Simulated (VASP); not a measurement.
# Si2Br (P3_121) in VASP: a series of runs

Si2Br is run at these levels: PBE; tasks: single point, relaxation of cell and atoms.

All numbers are computed with VASP 6.6.1; they aren't measurements. Logs are shortened: lines on timing, memory, paths and dates and some standing lists are left out, and cuts for length are marked.

## (1) The cell of the first run

It takes space group P3_121 (No. 152, trigonal). The conventional cell has a = 7.703 Å, b = 7.703 Å, c = 5.476 Å, α = 90.00°, β = 90.00°, γ = 120.00°. Si (site symmetry 1) has 5 Si at 2.32 to 2.93 Å and 1 Br at 2.59 Å within 3.1 Å. Within 3.4 Å of Br (site symmetry 2) lie 2 Si at 2.59 Å.

## (2) Single point, PBE

INCAR

```
SYSTEM = Si2Br
ALGO = Normal
EDIFF = 1E-6
ENCUT = 520
GGA = PE
ISIF = 2
ISMEAR = 0
LASPH = .TRUE.
LCHARG = .TRUE.
LELF = .TRUE.
LREAL = .FALSE.
LVHAR = .TRUE.
LWAVE = .FALSE.
NBANDS = 32
NELM = 80
PREC = Accurate
SIGMA = 0.1
```

KPOINTS

```
k-points
0
G
  6 6 6
  0 0 0
```

POSCAR

```
Si2Br
1.0
    7.7033757618      0.0000000000      0.0000000000
   -3.8516878809      6.6713191046      0.0000000000
    0.0000000000      0.0000000000      5.4759782928
Si Br
6 3
Direct
    0.1394452429      0.1924906971      0.2985881652
    0.8075093029      0.9469545458      0.6319214986
    0.0530454542      0.8605547571      0.9652548319
    0.1924906971      0.1394452429      0.7014118348
    0.9469545458      0.8075093029      0.3680785014
    0.8605547571      0.0530454542      0.0347451681
    0.5775966885      0.0000000000      0.3333333333
    0.0000000000      0.5775966885      0.6666666667
    0.4224033115      0.4224033115      0.0000000000
```

Potentials or basis: VASP PAW PBE potentials, release 64 (Si, Br).

Launch:

```
> cat potpaw_PBE.64/Si/POTCAR potpaw_PBE.64/Br/POTCAR > POTCAR
> mpirun -np 1 vasp_std > vasp.out
```

OUTCAR:

```text
SYSTEM = Si2Br
   EDIFF = 1E-6
   ENCUT = 520
   GGA = PE
   ISIF = 2
   ISMEAR = 0
   LASPH = .TRUE.
   LREAL = .FALSE.
   NELM = 80
   PREC = Accurate

 ion  position               nearest neighbor table
   1  0.139  0.192  0.299-   4 2.32   6 2.36   9 2.59   5 2.60   3 2.93   2 2.93
   2  0.808  0.947  0.632-   6 2.32   5 2.36   7 2.59   4 2.60   3 2.93   1 2.93
   3  0.053  0.861  0.965-   5 2.32   4 2.36   8 2.59   6 2.60   1 2.93   2 2.93
   4  0.192  0.139  0.701-   1 2.32   3 2.36   9 2.59   2 2.60   6 2.93   5 2.93
   5  0.947  0.808  0.368-   3 2.32   2 2.36   8 2.59   1 2.60   6 2.93   4 2.93
   6  0.861  0.053  0.035-   2 2.32   1 2.36   7 2.59   3 2.60   5 2.93   4 2.93
   7  0.578  0.000  0.333-   6 2.59   2 2.59
   8  0.000  0.578  0.667-   3 2.59   5 2.59
   9  0.422  0.422  0.000-   4 2.59   1 2.59

  LATTYP: Found a hexagonal cell.
 ALAT       =     7.7033757618
 C/A-ratio  =     0.7108543659

  Lattice vectors:

 A1 = (   7.7033757618,   0.0000000000,   0.0000000000)
 A2 = (  -3.8516878809,   6.6713191046,   0.0000000000)
 A3 = (   0.0000000000,   0.0000000000,   5.4759782928)

Analysis of symmetry for initial positions (statically):
=====================================================================
 Subroutine PRICEL returns:
 Original cell was already a primitive cell.

 Routine SETGRP: Setting up the symmetry group for a
 hexagonal supercell.

 Subroutine GETGRP returns: Found  6 space group operations
 (whereof  2 operations were pure point group operations)
 out of a pool of 24 trial point group operations.

The static configuration has the point symmetry C_2 .
 The point group associated with its full space group is D_3 .

Analysis of symmetry for dynamics (positions and initial velocities):
=====================================================================
 Subroutine PRICEL returns:
 Original cell was already a primitive cell.

 Routine SETGRP: Setting up the symmetry group for a
 hexagonal supercell.

 Subroutine GETGRP returns: Found  6 space group operations
 (whereof  2 operations were pure point group operations)
 out of a pool of 24 trial point group operations.

The dynamic configuration has the point symmetry C_2 .
 The point group associated with its full space group is D_3 .

 Subroutine INISYM returns: Found  6 space group operations
 (whereof  2 operations are pure point group operations),
 and found     1 'primitive' translations

----------------------------------------------------------------------------------------

                                     Primitive cell

  volume of cell :     281.4197

  direct lattice vectors                    reciprocal lattice vectors
     7.703375762  0.000000000  0.000000000     0.129813218  0.074947697  0.000000000
    -3.851687881  6.671319105  0.000000000     0.000000000  0.149895393  0.000000000
     0.000000000  0.000000000  5.475978293     0.000000000  0.000000000  0.182615771

  length of vectors
     7.703375762  7.703375762  5.475978293     0.149895393  0.149895393  0.182615771

  position of ions in fractional coordinates (direct lattice)
     0.139445243  0.192490697  0.298588165
     0.807509303  0.946954546  0.631921499
     0.053045454  0.860554757  0.965254832
     0.192490697  0.139445243  0.701411835
     0.946954546  0.807509303  0.368078501
     0.860554757  0.053045454  0.034745168
     0.577596689  0.000000000  0.333333333
     1.000000000  0.577596689  0.666666667
     0.422403311  0.422403311  0.000000000

  ion indices of the primitive-cell ions
   primitive index   ion index
                 1           1
                 2           2
                 3           3
                 4           4
                 5           5
                 6           6
                 7           7
                 8           8
                 9           9

----------------------------------------------------------------------------------------

 KPOINTS: k-points

Automatic generation of k-mesh.
 Grid dimensions read from file:
 generate k-points for:    6    6    6

 Generating k-lattice:

  Cartesian coordinates                     Fractional coordinates (reciprocal lattice)
     0.021635536  0.012491283  0.000000000     0.166666667  0.000000000  0.000000000
     0.000000000  0.024982566  0.000000000     0.000000000  0.166666667  0.000000000
     0.000000000  0.000000000  0.030435962     0.000000000  0.000000000  0.166666667

  Length of vectors
     0.024982566  0.024982566  0.030435962

  Shift w.r.t. Gamma in fractional coordinates (k-lattice)
     0.000000000  0.000000000  0.000000000

 Subroutine IBZKPT returns following result:
 ===========================================

 Found     34 irreducible k-points:

 Following reciprocal coordinates:
            Coordinates               Weight
  0.000000  0.000000  0.000000      1.000000
  0.166667  0.000000  0.000000      6.000000
  0.333333  0.000000  0.000000      6.000000
[... 42 lines left out ...]
  Thomas-Fermi vector in A             =   2.010023
   LORBIT       =      0    0 simple, 1 ext, 2 COOP (PROOUT), +10 PAW based schemes
   GGA     = PE    functional components
   LHFCALC =     F    Hartree Fock is set to
   AEXX    =    0.0000 exact exchange contribution
   IVDW    =     0    specifies the selected vdW correction
   LEPSILON=     F    determine dielectric tensor
   LRPA    =     F    only Hartree local field effects (RPA)
 non-spin polarized calculation
 Gauss-broadening in eV      SIGMA  =   0.10
  energy-cutoff  :      520.00
  volume of cell :      281.42
 maximum number of plane-waves:      7602
 NGX is ok and might be reduce to    60
   NGX = 29   NGY = 29   NGZ = 21

 number of electron      45.0000000 magnetization

 Free energy of the ion-electron system (eV)
  ---------------------------------------------------
  ext. energy  EPLUGINS =         0.00000000
  ---------------------------------------------------
  free energy    TOTEN  =       -34.14873531 eV

  energy without entropy =      -34.12330992  energy(sigma->0) =      -34.13602262

 E-fermi :   2.1906     XC(G=0):  -7.5291

 val. band max:        2.1719185669   @ k =   0.1667   0.1667   0.0000
 cond. band min:       2.1906430314   @ k =   0.3333   0.1667   0.0000
 fundamental gap:      0.0187244645
 Fermi energy:         2.1906409601

 k-point     1 :       0.0000    0.0000    0.0000
  band No.  band energies     occupation
      1     -13.6212      2.00000
      2     -13.4864      2.00000
      3     -13.4864      2.00000
      4      -9.6891      2.00000
      5      -5.8748      2.00000
      6      -5.8748      2.00000
[... 24 lines left out ...]
     31       6.1154      0.00000
     32       6.2511      0.00000

 k-point     2 :       0.1667    0.0000    0.0000
  band No.  band energies     occupation
      1     -13.6106      2.00000
      2     -13.4925      2.00000
      3     -13.4903      2.00000
      4      -9.7018      2.00000
      5      -5.8596      2.00000
      6      -5.8281      2.00000
[... 24 lines left out ...]
     31       6.1304      0.00000
     32       6.3859      0.00000

 k-point     3 :       0.3333    0.0000    0.0000
  band No.  band energies     occupation
      1     -13.5825      2.00000
      2     -13.5129      2.00000
      3     -13.4970      2.00000
      4      -9.7269      2.00000
      5      -5.8272      2.00000
      6      -5.7310      2.00000
[... 24 lines left out ...]
     31       6.1789      0.00000
     32       6.2986      0.00000

 k-point     4 :       0.5000   -0.0000    0.0000
  band No.  band energies     occupation
      1     -13.5508      2.00000
      2     -13.5410      2.00000
      3     -13.5001      2.00000
      4      -9.7391      2.00000
      5      -5.8099      2.00000
      6      -5.6801      2.00000
[... 654 lines left out ...]
     31       5.8837      0.00000
     32       6.2204      0.00000

 k-point    23 :       0.5000   -0.0000    0.3333
  band No.  band energies     occupation
      1     -13.5346      2.00000
      2     -13.5174      2.00000
      3     -13.4961      2.00000
      4      -9.2871      2.00000
      5      -7.8792      2.00000
      6      -5.9282      2.00000
[... 24 lines left out ...]
     31       5.8725      0.00000
     32       6.1994      0.00000

 k-point    24 :       0.1667    0.1667    0.3333
  band No.  band energies     occupation
      1     -13.5555      2.00000
      2     -13.5144      2.00000
      3     -13.4792      2.00000
      4      -9.2718      2.00000
      5      -7.8740      2.00000
      6      -5.9196      2.00000
[... 24 lines left out ...]
     31       5.8936      0.00000
     32       6.1906      0.00000

 [... further k-points ...]
[... 5 lines left out ...]
  --------------------------------------------------------------------------------------
  -------------------------------------------------------------------------------------
  Total        0.0394875      0.0394875     -0.0408619      0.0000000      0.0000000      0.0000000
  in kB        0.2248101      0.2248101     -0.2326350      0.0000000      0.0000000      0.0000000
  external PRESSURE =       0.0723284 kB  Pullay stress =       0.0000000 kB

 VOLUME and BASIS-vectors are now :
 -----------------------------------------------------------------------------
  energy-cutoff  :      520.00
  volume of cell :      281.42
      direct lattice vectors                 reciprocal lattice vectors
     7.703375762  0.000000000  0.000000000     0.129813218  0.074947697  0.000000000
    -3.851687881  6.671319105  0.000000000     0.000000000  0.149895393  0.000000000
     0.000000000  0.000000000  5.475978293     0.000000000  0.000000000  0.182615771

 POSITION                                       TOTAL-FORCE (eV/Angst)
 -----------------------------------------------------------------------------------
      0.33279      1.28417      1.63506         0.000951     -0.001487      0.009922
      2.57317      6.31744      3.46039         0.000812      0.001567      0.009922
     -2.90596      5.74104      5.28571        -0.001763     -0.000081      0.009922
      0.94573      0.93028      3.84092        -0.001763      0.000081     -0.009922
      4.18447      5.38715      2.01559         0.000951      0.001487     -0.009922
      6.42486      0.35388      0.19026         0.000812     -0.001567     -0.009922
      4.44944      0.00000      1.82533        -0.002749     -0.000000     -0.000000
     -2.22472      3.85333      3.65065         0.001375     -0.002381     -0.000000
      1.62697      2.81799      0.00000         0.001375      0.002381     -0.000000
 -----------------------------------------------------------------------------------
    total drift:                               -0.000000     -0.000000     -0.000000

  FREE ENERGIE OF THE ION-ELECTRON SYSTEM (eV)
  ---------------------------------------------------
  free  energy   TOTEN  =       -34.1487353084 eV

  energy  without entropy=      -34.1233099241  energy(sigma->0) =      -34.13602262
```

Run time: 7.3 min. Hardware: 1 thread of Intel Xeon Platinum 8175M at 2.50GHz (Skylake/Cascade Lake), shared host; peak memory 0.5 GiB.

What came out:

* Free energy: -34.1487 eV
* Pressure: 0.0 GPa
* Largest force: 0.010 eV/Å
* Band gap on the k mesh: zero (an odd number of electrons rules out a gap without spin polarisation)

Forces in eV/Å, atoms in the order of the input:
```
Si   0.001 -0.001  0.010
Si   0.001  0.002  0.010
Si  -0.002  0.000  0.010
Si  -0.002  0.000 -0.010
Si   0.001  0.001 -0.010
Si   0.001 -0.002 -0.010
Br  -0.003  0.000  0.000
Br   0.001 -0.002  0.000
Br   0.001  0.002  0.000
```

Caveat: an odd number of electrons without spin polarisation forces a metal; a magnetic or distorted state may lie lower.

## (3) Relaxation of cell and atoms, PBE

This run uses another cell than the first one, of 24.69 Å³/atom.

INCAR

```
PREC = Accurate
ENCUT = 600
EDIFF = 1E-6
ISMEAR = 0
SIGMA = 0.1
LREAL = F
LASPH = T
NELM = 60
ALGO = Normal
ISIF = 3
LWAVE = F
LCHARG = F
GGA = PE
IBRION = 2
NSW = 90
EDIFFG = -0.04
```

KPOINTS

```
regular mesh
0
Gamma
  3 3 4
```

POSCAR

```
Si2Br
1.0
    6.1558643735      0.0000000000      0.0000000000
   -3.0779321868      5.3311349297      0.0000000000
    0.0000000000      0.0000000000      6.7723295696
Si Br
6 3
Direct
    0.4150000000      0.2720000000      0.2130000000
    0.7280000000      0.1430000000      0.5463333333
    0.8570000000      0.5850000000      0.8796666667
    0.2720000000      0.4150000000      0.7870000000
    0.1430000000      0.7280000000      0.4536666667
    0.5850000000      0.8570000000      0.1203333333
    0.4650000000      0.0000000000      0.3333333333
    0.0000000000      0.4650000000      0.6666666667
    0.5350000000      0.5350000000      0.0000000000
```

Potentials or basis: VASP PAW PBE potentials, release 64 (Si, Br).

Launch:

```
> cat potpaw_PBE.64/Si/POTCAR potpaw_PBE.64/Br/POTCAR > POTCAR
> mpirun -np 1 vasp_std > vasp.out
```

Run time: 70 min. Hardware: 1 thread of Intel Xeon Platinum 8175M at 2.50GHz (Skylake/Cascade Lake), shared host; peak memory 0.42 GiB.

The run converged. Its results:

```yaml
Free_energy: -34.5983 eV
Relaxed_volume: 27.07 Å³/atom
Relaxed_cell: a = 7.708 Å, b = 7.708 Å, c = 4.735 Å, α = 90.00°, β = 90.00°, γ = 120.00°
Space_group_after_relaxing_to_0.1_Å: P3_121 (No. 152)
Pressure_after_relaxing: 0.0 GPa
Largest_force_after_relaxing: 0.018 eV/Å
Band_gap_on_the_k_mesh: zero (an odd number of electrons rules out a gap without spin polarisation)
```

Forces on the atoms (eV/Å):
```
Si  -0.003 -0.015 -0.009
Si   0.015  0.005 -0.009
Si  -0.011  0.010 -0.009
Si  -0.011 -0.010  0.009
Si  -0.003  0.015  0.009
Si   0.015 -0.005  0.009
Br   0.004  0.000  0.000
Br  -0.002  0.003  0.000
Br  -0.002 -0.003  0.000
```

Final structure:
```cif
data_structure
_symmetry_space_group_name_H-M 'P 1'
_symmetry_Int_Tables_number 1
_cell_length_a 7.7083
_cell_length_b 7.7083
_cell_length_c 4.7347
_cell_angle_alpha 90.000
_cell_angle_beta 90.000
_cell_angle_gamma 120.000
_cell_volume 243.64
loop_
_atom_site_label
_atom_site_type_symbol
_atom_site_fract_x
_atom_site_fract_y
_atom_site_fract_z
_atom_site_occupancy
Si1 Si 0.16050 0.20155 0.26229 1
Si2 Si 0.79845 0.95895 0.59562 1
Si3 Si 0.04105 0.83950 0.92896 1
Si4 Si 0.20155 0.16050 0.73771 1
Si5 Si 0.95895 0.79845 0.40438 1
Si6 Si 0.83950 0.04105 0.07104 1
Br1 Br 0.51572 0.00000 0.33333 1
Br2 Br 0.00000 0.51572 0.66667 1
Br3 Br 0.48428 0.48428 0.00000 1
```

Levels at points of the mesh, in eV from the Fermi level:
| k point | band 18 | band 19 | band 20 | band 21 | band 22 | band 23 | band 24 | band 25 | band 26 | band 27 |
| --- | --- | --- | --- | --- | --- | --- | --- | --- | --- | --- |
| (0.00, 0.00, 0.00) | -3.10 | -2.29 | -2.29 | -1.62 | -1.48 | -1.48 | -1.43 | 1.83 | 2.44 | 2.45 |
| (0.00, 0.00, 0.50) | -2.30 | -2.02 | -1.23 | -1.23 | -1.17 | -0.08 | -0.08 | 1.60 | 1.60 | 2.01 |

Caveat: the k points lie up to 0.33 Å⁻¹ apart in the final cell, too coarse for converged energies and pressures of a metal; a cell axis changed by over 15 % at a fixed basis, so the end point is rough; an odd number of electrons without spin polarisation forces a metal; a magnetic or distorted state may lie lower.

## (4) Single point, PBE

This run uses another cell than the first one, of 28.38 Å³/atom.

INCAR

```
SYSTEM = Si2Br
PREC = Accurate
ENCUT = 520
EDIFF = 1E-6
ISMEAR = 0
SIGMA = 0.1
LREAL = .FALSE.
LASPH = .TRUE.
NELM = 80
ALGO = Normal
ISIF = 2
LWAVE = .FALSE.
LCHARG = .TRUE.
GGA = PE
LELF = .TRUE.
LVHAR = .TRUE.
NBANDS = 32
```

KPOINTS

```
Automatic mesh
0
G
  6 6 8
  0 0 0
```

POSCAR

```
Si2Br
1.0
    7.8203806976      0.0000000000      0.0000000000
   -3.9101903488      6.7726483514      0.0000000000
    0.0000000000      0.0000000000      4.8228523377
Si Br
6 3
Direct
    0.1559754816      0.1996282177      0.2663132623
    0.8003717823      0.9563472639      0.5996465956
    0.0436527361      0.8440245184      0.9329799289
    0.1996282177      0.1559754816      0.7336867377
    0.9563472639      0.8003717823      0.4003534044
    0.8440245184      0.0436527361      0.0670200711
    0.5315249834      0.0000000000      0.3333333333
    0.0000000000      0.5315249834      0.6666666667
    0.4684750166      0.4684750166      0.0000000000
```

Launch:

```
> cat potpaw_PBE.64/Si/POTCAR potpaw_PBE.64/Br/POTCAR > POTCAR
> mpirun -np 1 vasp_std > vasp.out
```

Wall time 7.6 min (1 thread of Intel Xeon Platinum 8175M at 2.50GHz (Skylake/Cascade Lake), shared host); peak memory 0.5 GiB.

The run converged. Its results:

```
Free energy            : -34.3694 eV
Pressure               : 0.0 GPa
Largest force          : 0.010 eV/Å
Band gap on the k mesh : zero (an odd number of electrons rules out a gap without spin polarisation)
```

Forces on the atoms (eV/Å):
```
Si  -0.007 -0.002  0.006
Si   0.005 -0.004  0.006
Si   0.001  0.007  0.006
Si   0.001 -0.007 -0.006
Si  -0.007  0.002 -0.006
Si   0.005  0.004 -0.006
Br   0.000  0.000  0.000
Br   0.000  0.000  0.000
Br   0.000  0.000  0.000
```

Levels at points of the mesh, in eV from the Fermi level:
```tsv
k point	band 20	band 21	band 22	band 23	band 24	band 25
(0.00, 0.00, 0.00)	-1.72	-1.16	-0.98	-0.95	-0.95	2.57
(0.50, 0.00, 0.00)	-1.40	-0.89	-0.63	-0.53	-0.31	1.98
(0.00, 0.00, 0.50)	-0.83	-0.83	-0.65	0.68	0.68	1.82
(0.50, 0.00, 0.50)	-1.31	-0.98	-0.11	1.37	1.59	1.88
```

Caveat: an odd number of electrons without spin polarisation forces a metal; a magnetic or distorted state may lie lower.

## (5) The runs side by side

```csv
task,cell,k mesh,cutoff (eV),gap on the mesh (eV),pressure (GPa),largest force (eV/Å)
single point,"a = 7.703, b = 7.703, c = 5.476 Å, angles 90.0, 90.0, 120.0°, 9 atoms, atomic positions A",6 × 6 × 6,520,none,0.0,0.01
relaxation of cell and atoms,"relaxed from a = 6.156, b = 6.156, c = 6.772 Å, angles 90.0, 90.0, 120.0°, 9 atoms, atomic positions B",3 × 3 × 4,600,none,0.0,0.02
single point,"a = 7.820, b = 7.820, c = 4.823 Å, angles 90.0, 90.0, 120.0°, 9 atoms, atomic positions C",6 × 6 × 8,520,none,0.0,0.01
```

Alike in all rows: level PBE; potentials or basis VASP PAW PBE potentials, release 64 (Si, Br); no spin polarisation; smearing gaussian 0.1 eV.

Caveats: some runs use coarse meshes; an odd number of electrons without spin polarisation forces a metal; a magnetic or distorted state may lie lower; a cell axis changed by over 15 % at a fixed basis, so the end point is rough (at least some runs).

Absolute energies hang on the potentials; compare differences alone.

The gap in the log of VASP goes by the Fermi energy; the results here count the filled bands.